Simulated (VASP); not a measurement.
# Cs (Fm-3m) in VASP: single point with PBE

Aim: the single point of Cs with PBE.

Everything below comes from runs of VASP 6.6.1. Logs are shortened: lines on timing, memory, paths and dates and some standing lists are left out, and cuts for length are marked.

**1. The cell of the first run**

Symmetry: Fm-3m, No. 225, cubic system. The conventional cell has a = 7.779 Å, b = 7.779 Å, c = 7.779 Å, α = 90.00°, β = 90.00°, γ = 90.00°.

**2. Single point, PBE**

The input, INCAR:

```
PREC     = Accurate       # precision mode
ENCUT    = 500            # plane-wave cutoff, eV
EDIFF    = 1E-6           # SCF threshold, eV
ISMEAR   = 0              # smearing method
SIGMA    = 0.05           # smearing width, eV
LREAL    = F              # projectors in reciprocal space
LASPH    = T              # aspherical terms in the spheres
NELM     = 120            # most SCF steps
ALGO     = Normal         # electronic algorithm
ISIF     = 2              # what is computed and relaxed
LWAVE    = F              # write WAVECAR
LCHARG   = F              # write CHGCAR
GGA      = PE             # functional
NBANDS   = 10             # bands
GGA_COMPAT= F
```

The input, KPOINTS:

```
Automatic mesh
0
Gamma
  4 4 4
```

The input, POSCAR:

```
Cs
1.0
    0.0000000000      3.8895523959      3.8895523959
    3.8895523959      0.0000000000      3.8895523959
    3.8895523959      3.8895523959      0.0000000000
Cs
1
Direct
    0.0000000000      0.0000000000      0.0000000000
```

Potentials or basis: VASP PAW PBE potentials, release 64 (Cs_sv).

Started as:

```console
> cat potpaw_PBE.64/Cs_sv/POTCAR > POTCAR
> mpirun -np 1 vasp_std > vasp.out
```

OUTCAR:

```text
PREC = Accurate
   ENCUT = 500
   EDIFF = 1E-6
   ISMEAR = 0
   LREAL = F
   LASPH = T
   NELM = 120
   ISIF = 2
   GGA = PE

 ion  position               nearest neighbor table
   1  0.000  0.000  0.000-

  LATTYP: Found a face centered cubic cell.
 ALAT       =     7.7791047918

  Lattice vectors:

 A1 = (   0.0000000000,   3.8895523959,   3.8895523959)
 A2 = (   3.8895523959,   0.0000000000,   3.8895523959)
 A3 = (   3.8895523959,   3.8895523959,   0.0000000000)

Analysis of symmetry for initial positions (statically):
=====================================================================
 Subroutine PRICEL returns:
 Original cell was already a primitive cell.

 Routine SETGRP: Setting up the symmetry group for a
 face centered cubic supercell.

 Subroutine GETGRP returns: Found 48 space group operations
 (whereof 48 operations were pure point group operations)
 out of a pool of 48 trial point group operations.

The static configuration has the point symmetry O_h .

Analysis of symmetry for dynamics (positions and initial velocities):
=====================================================================
 Subroutine PRICEL returns:
 Original cell was already a primitive cell.

 Routine SETGRP: Setting up the symmetry group for a
 face centered cubic supercell.

 Subroutine GETGRP returns: Found 48 space group operations
 (whereof 48 operations were pure point group operations)
 out of a pool of 48 trial point group operations.

The dynamic configuration has the point symmetry O_h .

 Subroutine INISYM returns: Found 48 space group operations
 (whereof 48 operations are pure point group operations),
 and found     1 'primitive' translations

----------------------------------------------------------------------------------------

                                     Primitive cell

  volume of cell :     117.6871

  direct lattice vectors                    reciprocal lattice vectors
     0.000000000  3.889552396  3.889552396    -0.128549496  0.128549496  0.128549496
     3.889552396  0.000000000  3.889552396     0.128549496 -0.128549496  0.128549496
     3.889552396  3.889552396  0.000000000     0.128549496  0.128549496 -0.128549496

  length of vectors
     5.500657750  5.500657750  5.500657750     0.222654258  0.222654258  0.222654258

  position of ions in fractional coordinates (direct lattice)
     0.000000000  0.000000000  0.000000000

  ion indices of the primitive-cell ions
   primitive index   ion index
                 1           1

----------------------------------------------------------------------------------------

 KPOINTS: Automatic mesh

Automatic generation of k-mesh.
 Grid dimensions read from file:
 generate k-points for:    4    4    4

 Generating k-lattice:

  Cartesian coordinates                     Fractional coordinates (reciprocal lattice)
    -0.032137374  0.032137374  0.032137374     0.250000000  0.000000000  0.000000000
     0.032137374 -0.032137374  0.032137374     0.000000000  0.250000000  0.000000000
     0.032137374  0.032137374 -0.032137374     0.000000000  0.000000000  0.250000000

  Length of vectors
     0.055663565  0.055663565  0.055663565

  Shift w.r.t. Gamma in fractional coordinates (k-lattice)
     0.000000000  0.000000000  0.000000000

 Subroutine IBZKPT returns following result:
 ===========================================

 Found      8 irreducible k-points:

 Following reciprocal coordinates:
            Coordinates               Weight
  0.000000  0.000000  0.000000      1.000000
  0.250000  0.000000  0.000000      8.000000
  0.500000  0.000000  0.000000      4.000000
  0.250000  0.250000  0.000000      6.000000
  0.500000  0.250000  0.000000     24.000000
 -0.250000  0.250000  0.000000     12.000000
  0.500000  0.500000  0.000000      3.000000
 -0.250000  0.500000  0.250000      6.000000
   k-points           NKPTS =      8   k-points in BZ     NKDIM =      8   number of bands    NBANDS=     10
   number of dos      NEDOS =    301   number of ions     NIONS =      1
   total plane-waves  NPLWV =  64000
   dimension x,y,z NGX =    40 NGY =   40 NGZ =   40
   dimension x,y,z NGXF=    80 NGYF=   80 NGZF=   80
   ions per type =               1
   NGX,Y,Z   is equivalent  to a cutoff of  12.09, 12.09, 12.09 a.u.
   NGXF,Y,Z  is equivalent  to a cutoff of  24.18, 24.18, 24.18 a.u.
 SYSTEM =  unknown system
   PREC   = accura    normal or accurate (medium, high low for compatibility)
   ISTART =      0    job   : 0-new  1-cont  2-samecut
   ICHARG =      2    charge: 1-file 2-atom 10-const
   ISPIN  =      1    spin polarized calculation?
   LNONCOLLINEAR =      F non collinear calculations
   LSORBIT =      F    spin-orbit coupling
   LASPH  =      T    aspherical Exc in radial PAW
   ENCUT  =  500.0 eV  36.75 Ry    6.06 a.u.  10.03 10.03 10.03*2*pi/ulx,y,z
   NELM   =    120;   NELMIN=  2; NELMDL= -5     # of ELM steps
   EDIFF  = 0.1E-05   stopping-criterion for ELM
   LREAL  =      F    real-space projection
   EDIFFG = 0.1E-04   stopping-criterion for IOM
   NSW    =      0    number of steps for IOM
   IBRION =     -1    ionic relax: 0-MD 1-quasi-New 2-CG
   NFREE  =      0    steps in history (QN), initial steepest desc. (CG)
   ISIF   =      2    stress and relaxation
   ISYM   =      2    0-nonsym 1-usesym 2-fastsym
   POTIM  = 0.5000    time-step for ionic-motion
   TEBEG  =    0.0;   TEEND  =   0.0 temperature during run
   PSTRESS=    0.0 pullay stress
   NELECT =       9.0000    total number of electrons
   NUPDOWN=      -1.0000    fix difference up-down
   EMIN   =  10.00;   EMAX   =-10.00  energy-range for DOS
   EFERMI =   0.00;   METHOD = LEGACY
   ISMEAR =     0;   SIGMA  =   0.05  broadening in eV -4-tet -1-fermi 0-gaus
   EFERMI_NEDOS =   21; number of points for ismear=-14 and -15
   IALGO  =     38    algorithm
   IMIX   =      4    mixing-type and parameters
     AMIX     =   0.40;   BMIX     =  1.00
     AMIX_MAG =   1.60;   BMIX_MAG =  1.00
  volume/ion in A,a.u.               =     117.69       794.19
  Fermi-wavevector in a.u.,A,eV,Ry     =   0.694885  1.313142  6.569773  0.482865
  Thomas-Fermi vector in A             =   1.777503
   LORBIT       =      0    0 simple, 1 ext, 2 COOP (PROOUT), +10 PAW based schemes
   GGA     = PE    functional components
   LHFCALC =     F    Hartree Fock is set to
   AEXX    =    0.0000 exact exchange contribution
   IVDW    =     0    specifies the selected vdW correction
   LEPSILON=     F    determine dielectric tensor
   LRPA    =     F    only Hartree local field effects (RPA)
 non-spin polarized calculation
 Gauss-broadening in eV      SIGMA  =   0.05
  energy-cutoff  :      500.00
  volume of cell :      117.69
 maximum number of plane-waves:      3002
   NGX = 21   NGY = 21   NGZ = 21

 number of electron       8.9999998 magnetization

 Free energy of the ion-electron system (eV)
  ---------------------------------------------------
  ext. energy  EPLUGINS =         0.00000000
  ---------------------------------------------------
  free energy    TOTEN  =        -0.82094613 eV

  energy without entropy =       -0.81858406  energy(sigma->0) =       -0.81976509

 E-fermi :   0.5363     XC(G=0):  -5.3440

 val. band max:        0.3732920827   @ k =   0.5000   0.0000   0.0000
 cond. band min:       0.5975340430   @ k =   0.5000   0.2500   0.0000
 fundamental gap:      0.2242419603
 Fermi energy:         0.5363103601

 k-point     1 :       0.0000    0.0000    0.0000
  band No.  band energies     occupation
      1     -23.4569      2.00000
      2     -10.2055      2.00000
      3     -10.2055      2.00000
      4     -10.2055      2.00000
      5      -1.2550      2.00000
      6       2.8342      0.00000
      7       2.8342      0.00000
      8       2.8342      0.00000
      9       3.9018      0.00000
     10       3.9018      0.00000

 k-point     2 :       0.2500    0.0000    0.0000
  band No.  band energies     occupation
      1     -23.4542      2.00000
      2     -10.2693      2.00000
      3     -10.2142      2.00000
      4     -10.2142      2.00000
      5      -0.6555      2.00000
      6       2.0146      0.00000
      7       2.9191      0.00000
      8       2.9191      0.00000
      9       3.8142      0.00000
     10       3.8142      0.00000

 k-point     3 :       0.5000    0.0000    0.0000
  band No.  band energies     occupation
      1     -23.4515      2.00000
      2     -10.3310      2.00000
      3     -10.2228      2.00000
      4     -10.2228      2.00000
      5       0.3733      2.00000
      6       1.1471      0.00000
      7       2.6983      0.00000
      8       2.6983      0.00000
      9       4.6770      0.00000
     10       4.7255      0.00000

 k-point     4 :       0.2500    0.2500    0.0000
  band No.  band energies     occupation
      1     -23.4533      2.00000
      2     -10.2667      2.00000
      3     -10.2285      2.00000
      4     -10.2285      2.00000
      5      -0.4623      2.00000
      6       1.9544      0.00000
      7       2.5718      0.00000
      8       3.2378      0.00000
      9       3.2378      0.00000
     10       4.2430      0.00000

 k-point     5 :       0.5000    0.2500    0.0000
  band No.  band energies     occupation
      1     -23.4506      2.00000
      2     -10.3096      2.00000
      3     -10.2555      2.00000
      4     -10.2371      2.00000
      5       0.5975      0.08333
      6       1.3666      0.00000
      7       1.9976      0.00000
      8       3.2042      0.00000
      9       3.8123      0.00000
     10       4.7779      0.00000

 k-point     6 :      -0.2500    0.2500    0.0000
  band No.  band energies     occupation
      1     -23.4515      2.00000
      2     -10.2957      2.00000
      3     -10.2583      2.00000
      4     -10.2228      2.00000
      5       0.2112      2.00000
      6       1.7404      0.00000
      7       1.9453      0.00000
      8       3.1007      0.00000
      9       3.7057      0.00000
     10       4.6224      0.00000

 k-point     7 :       0.5000    0.5000    0.0000
  band No.  band energies     occupation
      1     -23.4498      2.00000
      2     -10.3236      2.00000
      3     -10.2513      2.00000
      4     -10.2513      2.00000
      5       0.6929      0.00001
      6       1.4481      0.00000
      7       1.7934      0.00000
      8       4.3516      0.00000
      9       4.3516      0.00000
     10       4.6377      0.00000

 k-point     8 :      -0.2500    0.5000    0.2500
  band No.  band energies     occupation
      1     -23.4498      2.00000
      2     -10.2877      2.00000
      3     -10.2877      2.00000
      4     -10.2526      2.00000
      5       1.1736      0.00000
      6       1.5905      0.00000
      7       1.5905      0.00000
      8       2.4477      0.00000
      9       4.7084      0.00000
     10       4.7853      0.00000

------------------------ aborting loop because EDIFF is reached ----------------------------------------

  FORCE on cell =-STRESS in cart. coord.  units (eV):
  Direction    XX          YY          ZZ          XY          YZ          ZX
  --------------------------------------------------------------------------------------
  -------------------------------------------------------------------------------------
  Total       -0.0085195     -0.0085195     -0.0085195     -0.0000000      0.0000000     -0.0000000
  in kB       -0.1159833     -0.1159833     -0.1159833     -0.0000000      0.0000000     -0.0000000
  external PRESSURE =      -0.1159833 kB  Pullay stress =       0.0000000 kB

 VOLUME and BASIS-vectors are now :
 -----------------------------------------------------------------------------
  energy-cutoff  :      500.00
  volume of cell :      117.69
      direct lattice vectors                 reciprocal lattice vectors
     0.000000000  3.889552396  3.889552396    -0.128549496  0.128549496  0.128549496
     3.889552396  0.000000000  3.889552396     0.128549496 -0.128549496  0.128549496
     3.889552396  3.889552396  0.000000000     0.128549496  0.128549496 -0.128549496

 POSITION                                       TOTAL-FORCE (eV/Angst)
 -----------------------------------------------------------------------------------
      0.00000      0.00000      0.00000         0.000000      0.000000      0.000000
 -----------------------------------------------------------------------------------
    total drift:                               -0.000000     -0.000000     -0.000000

  FREE ENERGIE OF THE ION-ELECTRON SYSTEM (eV)
  ---------------------------------------------------
  free  energy   TOTEN  =        -0.8209461334 eV

  energy  without entropy=       -0.8185840554  energy(sigma->0) =       -0.81976509
```

Wall time 7.8 s (1 thread of Intel Xeon 8259CL, shared host); peak memory 0.22 GiB.

Results:

```yaml
Free_energy: -0.8209 eV
Pressure: 0.0 GPa
```

Levels at points of the mesh, in eV from the Fermi level:
```tsv
k point	band 3	band 4	band 5	band 6	band 7	band 8
(0.00, 0.00, 0.00)	-10.74	-10.74	-1.79	2.30	2.30	2.30
(0.50, 0.00, 0.00)	-10.76	-10.76	-0.16	0.61	2.16	2.16
(0.50, 0.50, 0.00)	-10.79	-10.79	0.16	0.91	1.26	3.82
```

Caveat: spin-orbit coupling is left out, which moves the levels of the heavy elements.
